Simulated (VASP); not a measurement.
# CaW2 (P-3m1) in VASP: notebook

Runs on CaW2. Level: PBE. Tasks: single point.

All numbers are computed with VASP 6.6.1; they aren't measurements. Logs are shortened: lines on timing, memory, paths and dates and some standing lists are left out, and cuts for length are marked.

## Step 1: The cell of the first run

The structure is trigonal, space group P-3m1 (No. 164). Conventional cell: a = 3.190 Å, b = 3.190 Å, c = 7.216 Å, α = 90.00°, β = 90.00°, γ = 120.00°. Within 4.2 Å of Ca (site symmetry -3m) lie 6 Ca at 3.19 Å and 6 W at 3.30 Å. W (site symmetry 3m) has 9 W at 2.53 to 3.19 Å and 3 Ca at 3.30 Å within 3.4 Å.

The cell was generated, and may not be a known phase.

## Step 2: Single point, PBE

Contents of INCAR:

```
PREC     = Accurate       # precision mode
ENCUT    = 520            # plane-wave cutoff, eV
EDIFF    = 1E-6           # SCF threshold, eV
ISMEAR   = 0              # smearing method
SIGMA    = 0.1            # smearing width, eV
LREAL    = False          # projectors in reciprocal space
LASPH    = True           # aspherical terms in the spheres
NELM     = 80             # most SCF steps
ALGO     = Fast           # electronic algorithm
ISIF     = 2              # what is computed and relaxed
LWAVE    = False          # write WAVECAR
LCHARG   = False          # write CHGCAR
GGA      = PE             # functional
NBANDS   = 26             # bands
```

Contents of KPOINTS:

```
Automatic mesh
0
Gamma
  18 18 6
```

Contents of POSCAR:

```
CaW2
1.0
    3.1898731610      0.0000000000      0.0000000000
   -1.5949365805      2.7625111923      0.0000000000
    0.0000000000      0.0000000000      7.2156745772
Ca W
1 2
Direct
    0.0000000000      0.0000000000      0.5000000000
    0.3333333333      0.6666666667      0.8796815088
    0.6666666667      0.3333333333      0.1203184912
```

Potentials or basis: VASP PAW PBE potentials, release 64 (Ca_sv, W_sv).

Started as:

```bash
cat potpaw_PBE.64/Ca_sv/POTCAR potpaw_PBE.64/W_sv/POTCAR > POTCAR
mpirun -np 1 vasp_std > vasp.out
```

OUTCAR:

```text
PREC = Accurate
   ENCUT = 520
   EDIFF = 1E-6
   ISMEAR = 0
   LREAL = False
   LASPH = True
   NELM = 80
   ISIF = 2
   GGA = PE

 ion  position               nearest neighbor table
   1  0.000  0.000  0.500-   2 3.30   3 3.30   3 3.30   2 3.30   3 3.30   2 3.30
   2  0.333  0.667  0.880-   3 2.53   3 2.53   3 2.53   1 3.30   1 3.30   1 3.30
   3  0.667  0.333  0.120-   2 2.53   2 2.53   2 2.53   1 3.30   1 3.30   1 3.30

  LATTYP: Found a hexagonal cell.
 ALAT       =     3.1898731610
 C/A-ratio  =     2.2620568947

  Lattice vectors:

 A1 = (   3.1898731610,   0.0000000000,   0.0000000000)
 A2 = (  -1.5949365805,   2.7625111923,   0.0000000000)
 A3 = (   0.0000000000,   0.0000000000,   7.2156745772)

Analysis of symmetry for initial positions (statically):
=====================================================================
 Subroutine PRICEL returns:
 Original cell was already a primitive cell.

 Routine SETGRP: Setting up the symmetry group for a
 hexagonal supercell.

 Subroutine GETGRP returns: Found 12 space group operations
 (whereof 12 operations were pure point group operations)
 out of a pool of 24 trial point group operations.

The static configuration has the point symmetry D_3d.

Analysis of symmetry for dynamics (positions and initial velocities):
=====================================================================
 Subroutine PRICEL returns:
 Original cell was already a primitive cell.

 Routine SETGRP: Setting up the symmetry group for a
 hexagonal supercell.

 Subroutine GETGRP returns: Found 12 space group operations
 (whereof 12 operations were pure point group operations)
 out of a pool of 24 trial point group operations.

The dynamic configuration has the point symmetry D_3d.

 Subroutine INISYM returns: Found 12 space group operations
 (whereof 12 operations are pure point group operations),
 and found     1 'primitive' translations

----------------------------------------------------------------------------------------

                                     Primitive cell

  volume of cell :      63.5850

  direct lattice vectors                    reciprocal lattice vectors
     3.189873161  0.000000000  0.000000000     0.313492089  0.180994742  0.000000000
    -1.594936580  2.762511192  0.000000000     0.000000000  0.361989484  0.000000000
     0.000000000  0.000000000  7.215674577     0.000000000  0.000000000  0.138587181

  length of vectors
     3.189873161  3.189873161  7.215674577     0.361989484  0.361989484  0.138587181

  position of ions in fractional coordinates (direct lattice)
     0.000000000  0.000000000  0.500000000
     0.333333333  0.666666667  0.879681509
     0.666666667  0.333333333  0.120318491

  ion indices of the primitive-cell ions
   primitive index   ion index
                 1           1
                 2           2
                 3           3

----------------------------------------------------------------------------------------

 KPOINTS: Automatic mesh

Automatic generation of k-mesh.
 Grid dimensions read from file:
 generate k-points for:   18   18    6

 Generating k-lattice:

  Cartesian coordinates                     Fractional coordinates (reciprocal lattice)
     0.017416227  0.010055263  0.000000000     0.055555556  0.000000000  0.000000000
     0.000000000  0.020110527  0.000000000     0.000000000  0.055555556  0.000000000
     0.000000000  0.000000000  0.023097864     0.000000000  0.000000000  0.166666667

  Length of vectors
     0.020110527  0.020110527  0.023097864

  Shift w.r.t. Gamma in fractional coordinates (k-lattice)
     0.000000000  0.000000000  0.000000000

 Subroutine IBZKPT returns following result:
 ===========================================

 Found    202 irreducible k-points:

 Following reciprocal coordinates:
            Coordinates               Weight
  0.000000  0.000000  0.000000      1.000000
  0.055556 -0.000000  0.000000      6.000000
  0.111111 -0.000000  0.000000      6.000000
  0.166667 -0.000000  0.000000      6.000000
  0.222222 -0.000000  0.000000      6.000000
  0.277778 -0.000000  0.000000      6.000000
[... 16 lines left out ...]
  0.333333  0.111111  0.000000     12.000000
  0.388889  0.111111  0.000000     12.000000
 [... further k-points ...]
   k-points           NKPTS =    202   k-points in BZ     NKDIM =    202   number of bands    NBANDS=     26
   number of dos      NEDOS =    301   number of ions     NIONS =      3
   total plane-waves  NPLWV =  31104
   dimension x,y,z NGX =    24 NGY =   24 NGZ =   54
   dimension x,y,z NGXF=    48 NGYF=   48 NGZF=  108
   ions per type =               1   2
   NGX,Y,Z   is equivalent  to a cutoff of  12.51, 12.51, 12.44 a.u.
   NGXF,Y,Z  is equivalent  to a cutoff of  25.02, 25.02, 24.88 a.u.
 SYSTEM =  unknown system
   PREC   = accura    normal or accurate (medium, high low for compatibility)
   ISTART =      0    job   : 0-new  1-cont  2-samecut
   ICHARG =      2    charge: 1-file 2-atom 10-const
   ISPIN  =      1    spin polarized calculation?
   LNONCOLLINEAR =      F non collinear calculations
   LSORBIT =      F    spin-orbit coupling
   LASPH  =      T    aspherical Exc in radial PAW
   ENCUT  =  520.0 eV  38.22 Ry    6.18 a.u.   5.93  5.93 13.42*2*pi/ulx,y,z
   NELM   =     80;   NELMIN=  2; NELMDL= -5     # of ELM steps
   EDIFF  = 0.1E-05   stopping-criterion for ELM
   LREAL  =      F    real-space projection
   EDIFFG = 0.1E-04   stopping-criterion for IOM
   NSW    =      0    number of steps for IOM
   IBRION =     -1    ionic relax: 0-MD 1-quasi-New 2-CG
   NFREE  =      0    steps in history (QN), initial steepest desc. (CG)
   ISIF   =      2    stress and relaxation
   ISYM   =      2    0-nonsym 1-usesym 2-fastsym
   POTIM  = 0.5000    time-step for ionic-motion
   TEBEG  =    0.0;   TEEND  =   0.0 temperature during run
   PSTRESS=    0.0 pullay stress
   NELECT =      38.0000    total number of electrons
   NUPDOWN=      -1.0000    fix difference up-down
   EMIN   =  10.00;   EMAX   =-10.00  energy-range for DOS
   EFERMI =   0.00;   METHOD = LEGACY
   ISMEAR =     0;   SIGMA  =   0.10  broadening in eV -4-tet -1-fermi 0-gaus
   EFERMI_NEDOS =   21; number of points for ismear=-14 and -15
   IALGO  =     68    algorithm
   IMIX   =      4    mixing-type and parameters
     AMIX     =   0.40;   BMIX     =  1.00
     AMIX_MAG =   1.60;   BMIX_MAG =  1.00
  volume/ion in A,a.u.               =      21.19       143.03
  Fermi-wavevector in a.u.,A,eV,Ry     =   1.378959  2.605854 25.871843  1.901527
  Thomas-Fermi vector in A             =   2.503972
   LORBIT       =      0    0 simple, 1 ext, 2 COOP (PROOUT), +10 PAW based schemes
   GGA     = PE    functional components
   LHFCALC =     F    Hartree Fock is set to
   AEXX    =    0.0000 exact exchange contribution
   IVDW    =     0    specifies the selected vdW correction
   LEPSILON=     F    determine dielectric tensor
   LRPA    =     F    only Hartree local field effects (RPA)
 non-spin polarized calculation
 RMM-DIIS sequential band-by-band and
 Gauss-broadening in eV      SIGMA  =   0.10
  energy-cutoff  :      520.00
  volume of cell :       63.58
 maximum number of plane-waves:      1734
   NGX = 11   NGY = 11   NGZ = 27

 number of electron      37.9999998 magnetization

 Free energy of the ion-electron system (eV)
  ---------------------------------------------------
  ext. energy  EPLUGINS =         0.00000000
  ---------------------------------------------------
  free energy    TOTEN  =       -25.26531543 eV

  energy without entropy =      -25.25197511  energy(sigma->0) =      -25.25864527

 E-fermi :   6.8385     XC(G=0): -11.2768

 val. band max:        6.8356526894   @ k =   0.4444   0.0556   0.1667
 cond. band min:       6.8444542551   @ k =  -0.1667   0.5000   0.3333
 fundamental gap:      0.0088015657
 Fermi energy:         6.8384600471

 k-point     1 :       0.0000    0.0000    0.0000
  band No.  band energies     occupation
      1     -66.9662      2.00000
      2     -66.7401      2.00000
      3     -33.8727      2.00000
      4     -31.6249      2.00000
      5     -31.1694      2.00000
      6     -31.1694      2.00000
[... 18 lines left out ...]
     25      10.5718      0.00000
     26      10.5719      0.00000

 k-point     2 :       0.0556   -0.0000    0.0000
  band No.  band energies     occupation
      1     -66.9642      2.00000
      2     -66.7411      2.00000
      3     -33.8691      2.00000
      4     -31.6248      2.00000
      5     -31.1883      2.00000
      6     -31.1750      2.00000
[... 18 lines left out ...]
     25      10.4874      0.00000
     26      10.6063      0.00000

 k-point     3 :       0.1111   -0.0000    0.0000
  band No.  band energies     occupation
      1     -66.9583      2.00000
      2     -66.7443      2.00000
      3     -33.8586      2.00000
      4     -31.6250      2.00000
      5     -31.2398      2.00000
      6     -31.1911      2.00000
[... 18 lines left out ...]
     25      10.2915      0.00000
     26      10.7269      0.00000

 k-point     4 :       0.1667   -0.0000    0.0000
  band No.  band energies     occupation
      1     -66.9490      2.00000
      2     -66.7496      2.00000
      3     -33.8425      2.00000
      4     -31.6270      2.00000
      5     -31.3119      2.00000
      6     -31.2150      2.00000
[... 18 lines left out ...]
     25      10.0870      0.00000
     26      10.8748      0.00000

 k-point     5 :       0.2222   -0.0000    0.0000
  band No.  band energies     occupation
      1     -66.9368      2.00000
      2     -66.7569      2.00000
      3     -33.8226      2.00000
      4     -31.6322      2.00000
      5     -31.3925      2.00000
      6     -31.2431      2.00000
[... 18 lines left out ...]
     25      10.0694      0.00000
     26      10.8863      0.00000

 k-point     6 :       0.2778   -0.0000    0.0000
  band No.  band energies     occupation
      1     -66.9224      2.00000
      2     -66.7660      2.00000
      3     -33.8013      2.00000
      4     -31.6416      2.00000
      5     -31.4713      2.00000
      6     -31.2718      2.00000
[... 427 lines left out ...]
 k-point    21 :       0.2222    0.1111    0.0000
  band No.  band energies     occupation
      1     -66.9177      2.00000
      2     -66.7692      2.00000
      3     -33.7948      2.00000
      4     -31.6425      2.00000
      5     -31.4769      2.00000
      6     -31.3049      2.00000
[... 18 lines left out ...]
     25      10.0878      0.00000
     26      10.5833      0.00000

 k-point    22 :       0.2778    0.1111    0.0000
  band No.  band energies     occupation
      1     -66.9025      2.00000
      2     -66.7797      2.00000
      3     -33.7759      2.00000
      4     -31.6529      2.00000
      5     -31.5382      2.00000
      6     -31.3340      2.00000
[... 18 lines left out ...]
     25      10.3917      0.00000
     26      10.5101      0.00000

 k-point    23 :       0.3333    0.1111    0.0000
  band No.  band energies     occupation
      1     -66.8876      2.00000
      2     -66.7908      2.00000
      3     -33.7605      2.00000
      4     -31.6636      2.00000
      5     -31.5862      2.00000
      6     -31.3564      2.00000
[... 18 lines left out ...]
     25      10.5414      0.00000
     26      10.7500      0.00000

 k-point    24 :       0.3889    0.1111    0.0000
  band No.  band energies     occupation
      1     -66.8756      2.00000
      2     -66.8003      2.00000
      3     -33.7504      2.00000
      4     -31.6721      2.00000
      5     -31.6159      2.00000
      6     -31.3706      2.00000
[... 18 lines left out ...]
     25      10.8552      0.00000
     26      10.9198      0.00000

 [... further k-points ...]

------------------------ aborting loop because EDIFF is reached ----------------------------------------

  FORCE on cell =-STRESS in cart. coord.  units (eV):
  Direction    XX          YY          ZZ          XY          YZ          ZX
  --------------------------------------------------------------------------------------
  -------------------------------------------------------------------------------------
  Total        0.1109285      0.1109285      0.1691640      0.0000000      0.0000000      0.0000000
  in kB        2.7951134      2.7951134      4.2624973      0.0000000      0.0000000      0.0000000
  external PRESSURE =       3.2842414 kB  Pullay stress =       0.0000000 kB

 VOLUME and BASIS-vectors are now :
 -----------------------------------------------------------------------------
  energy-cutoff  :      520.00
  volume of cell :       63.58
      direct lattice vectors                 reciprocal lattice vectors
     3.189873161  0.000000000  0.000000000     0.313492089  0.180994742  0.000000000
    -1.594936580  2.762511192  0.000000000     0.000000000  0.361989484  0.000000000
     0.000000000  0.000000000  7.215674577     0.000000000  0.000000000  0.138587181

 POSITION                                       TOTAL-FORCE (eV/Angst)
 -----------------------------------------------------------------------------------
      0.00000      0.00000      3.60784        -0.000000      0.000000     -0.000000
     -0.00000      1.84167      6.34750         0.000000     -0.000000     -0.066343
      1.59494      0.92084      0.86818        -0.000000      0.000000      0.066343
 -----------------------------------------------------------------------------------
    total drift:                                0.000000     -0.000000      0.000000

  FREE ENERGIE OF THE ION-ELECTRON SYSTEM (eV)
  ---------------------------------------------------
  free  energy   TOTEN  =       -25.2653154293 eV

  energy  without entropy=      -25.2519751136  energy(sigma->0) =      -25.25864527
```

Wall time 4.1 min (1 thread of Intel Xeon Platinum 8488C (Sapphire Rapids), shared host); peak memory 0.4 GiB.

What came out:

```
Free energy            : -25.2653 eV
Pressure               : 0.3 GPa
Largest force          : 0.066 eV/Å
Band gap on the k mesh : zero (bands 19 and 20 overlap by 1.74 eV)
```

Forces in eV/Å, atoms in the order of the input:
```
Ca   0.000  0.000  0.000
W    0.000  0.000 -0.066
W    0.000  0.000  0.066
```

Stress tensor (GPa, compression positive):
```
0.28 0.00 0.00
0.00 0.28 0.00
0.00 0.00 0.43
```

Levels at points of the mesh, in eV from the Fermi level:
| k point | band 17 | band 18 | band 19 | band 20 | band 21 | band 22 |
| --- | --- | --- | --- | --- | --- | --- |
| (0.00, 0.00, 0.00) | -1.76 | -1.55 | -1.55 | -1.52 | 1.83 | 2.29 |
| (0.50, 0.00, 0.00) | -1.40 | -0.96 | 0.03 | 1.07 | 1.10 | 2.30 |
| (0.00, 0.00, 0.50) | -1.73 | -1.57 | -1.57 | 0.07 | 0.96 | 2.51 |
| (0.50, 0.00, 0.50) | -1.46 | -0.43 | -0.39 | 0.91 | 1.94 | 2.23 |

Caveat: spin-orbit coupling is left out, which moves the levels of the heavy elements.

## Step 3: Single point, PBE

INCAR is that of step 2.

Contents of KPOINTS:

```
regular mesh
0
Gamma
  18 18 8
```

POSCAR is that of step 2.

Potentials or basis: VASP PAW PBE potentials, release 64 (Ca_sv, W_sv).

Started as:

```bash
cat potpaw_PBE.64/Ca_sv/POTCAR potpaw_PBE.64/W_sv/POTCAR > POTCAR
mpirun -np 1 vasp_std > vasp.out
```

OUTCAR:

```text
PREC = Accurate
   ENCUT = 520
   EDIFF = 1E-6
   ISMEAR = 0
   LREAL = False
   LASPH = True
   NELM = 80
   ISIF = 2
   GGA = PE

 ion  position               nearest neighbor table
   1  0.000  0.000  0.500-   2 3.30   3 3.30   3 3.30   2 3.30   3 3.30   2 3.30
   2  0.333  0.667  0.880-   3 2.53   3 2.53   3 2.53   1 3.30   1 3.30   1 3.30
   3  0.667  0.333  0.120-   2 2.53   2 2.53   2 2.53   1 3.30   1 3.30   1 3.30

  LATTYP: Found a hexagonal cell.
 ALAT       =     3.1898731610
 C/A-ratio  =     2.2620568947

  Lattice vectors:

 A1 = (   3.1898731610,   0.0000000000,   0.0000000000)
 A2 = (  -1.5949365805,   2.7625111923,   0.0000000000)
 A3 = (   0.0000000000,   0.0000000000,   7.2156745772)

Analysis of symmetry for initial positions (statically):
=====================================================================
 Subroutine PRICEL returns:
 Original cell was already a primitive cell.

 Routine SETGRP: Setting up the symmetry group for a
 hexagonal supercell.

 Subroutine GETGRP returns: Found 12 space group operations
 (whereof 12 operations were pure point group operations)
[... 164 lines left out ...]

  energy without entropy =      -25.24903498  energy(sigma->0) =      -25.25653817

 E-fermi :   6.8377     XC(G=0): -11.2768

 val. band max:        6.8342033102   @ k =   0.4444   0.0556   0.1250
 cond. band min:       6.8453844726   @ k =   0.2222   0.0556   0.2500
 fundamental gap:      0.0111811625
 Fermi energy:         6.8376863800

 k-point     1 :       0.0000    0.0000    0.0000
  band No.  band energies     occupation
      1     -66.9658      2.00000
      2     -66.7397      2.00000
      3     -33.8735      2.00000
      4     -31.6244      2.00000
      5     -31.1691      2.00000
      6     -31.1691      2.00000
[... 685 lines left out ...]
     25      10.8552      0.00000
     26      10.9199      0.00000

 [... further k-points ...]

------------------------ aborting loop because EDIFF is reached ----------------------------------------

  FORCE on cell =-STRESS in cart. coord.  units (eV):
  Direction    XX          YY          ZZ          XY          YZ          ZX
  --------------------------------------------------------------------------------------
  -------------------------------------------------------------------------------------
  Total        0.1056731      0.1056731      0.2011825      0.0000000     -0.0000000     -0.0000000
  in kB        2.6626893      2.6626893      5.0692801      0.0000000     -0.0000000     -0.0000000
  external PRESSURE =       3.4648862 kB  Pullay stress =       0.0000000 kB

 VOLUME and BASIS-vectors are now :
 -----------------------------------------------------------------------------
  energy-cutoff  :      520.00
  volume of cell :       63.58
      direct lattice vectors                 reciprocal lattice vectors
     3.189873161  0.000000000  0.000000000     0.313492089  0.180994742  0.000000000
    -1.594936580  2.762511192  0.000000000     0.000000000  0.361989484  0.000000000
     0.000000000  0.000000000  7.215674577     0.000000000  0.000000000  0.138587181

 POSITION                                       TOTAL-FORCE (eV/Angst)
 -----------------------------------------------------------------------------------
      0.00000      0.00000      3.60784         0.000000      0.000000      0.000000
     -0.00000      1.84167      6.34750        -0.000000      0.000000     -0.069724
      1.59494      0.92084      0.86818        -0.000000     -0.000000      0.069724
 -----------------------------------------------------------------------------------
    total drift:                                0.000000     -0.000000      0.000000

  FREE ENERGIE OF THE ION-ELECTRON SYSTEM (eV)
  ---------------------------------------------------
  free  energy   TOTEN  =       -25.2640413611 eV

  energy  without entropy=      -25.2490349783  energy(sigma->0) =      -25.25653817
```

Wall time 5.2 min (1 thread of Intel Xeon Platinum 8488C (Sapphire Rapids), shared host); peak memory 0.48 GiB.

What came out:

| Quantity | Value |
| --- | --- |
| Free energy | -25.2640 eV |
| Pressure | 0.3 GPa |
| Largest force | 0.070 eV/Å |
| Band gap on the k mesh | zero (bands 19 and 20 overlap by 1.73 eV) |

Forces on the atoms (eV/Å):
```
Ca   0.000  0.000  0.000
W    0.000  0.000 -0.070
W    0.000  0.000  0.070
```

Levels at points of the mesh, in eV from the Fermi level:
```tsv
k point	band 17	band 18	band 19	band 20	band 21	band 22
(0.00, 0.00, 0.00)	-1.76	-1.55	-1.55	-1.52	1.83	2.29
(0.50, 0.00, 0.00)	-1.40	-0.96	0.03	1.07	1.10	2.30
(0.00, 0.00, 0.50)	-1.73	-1.57	-1.57	0.07	0.96	2.51
(0.50, 0.00, 0.50)	-1.46	-0.42	-0.39	0.91	1.94	2.23
```

Caveat: spin-orbit coupling is left out, which moves the levels of the heavy elements.
